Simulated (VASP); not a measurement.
A run of VASP 6.6.1 is set up as follows.

File INCAR:

```
  PREC = Accurate
  ENCUT = 500
  EDIFF = 1E-6
  ISMEAR = 0
  SIGMA = 0.1
  LREAL = False
  LASPH = True
  NELM = 120
  ALGO = Normal
  ISIF = 2
  LWAVE = False
  LCHARG = False
  NBANDS = 42
  GGA_COMPAT = False
```

Contents of KPOINTS:

```
Automatic mesh
0
Gamma
  6 6 3
```

Contents of POSCAR:

```
YAgSb2
1.0
    4.2892500000      0.0000000000      0.0000000000
    0.0000000000      4.2892500000      0.0000000000
    0.0000000000      0.0000000000     10.7138600000
Y Ag Sb
2 2 4
Direct
    1.0000000000      0.5000000000      0.7678000000
    0.5000000000      0.0000000000      0.2322000000
    1.0000000000      0.0000000000      0.5000000000
    0.5000000000      0.5000000000      0.5000000000
    1.0000000000      0.0000000000      0.0000000000
    0.5000000000      0.5000000000      0.0000000000
    1.0000000000      0.5000000000      0.3203000000
    0.5000000000      0.0000000000      0.6797000000
```

Potentials or basis: VASP PAW LDA potentials, release 64 (Y_sv, Ag, Sb).

The run is started by

```console
$ cat potpaw_LDA.64/Y_sv/POTCAR potpaw_LDA.64/Ag/POTCAR potpaw_LDA.64/Sb/POTCAR > POTCAR
$ mpirun -np 1 vasp_std > vasp.out
```

(1) Estimate the band gap on the k mesh.

(2) Predict the pressure.

Results:

(1) zero (bands 32 and 33 overlap by 0.90 eV).

(2) -4.9 GPa.

Caveat: the cell stands under tension; spin-orbit coupling is left out, which moves the levels of the heavy elements.
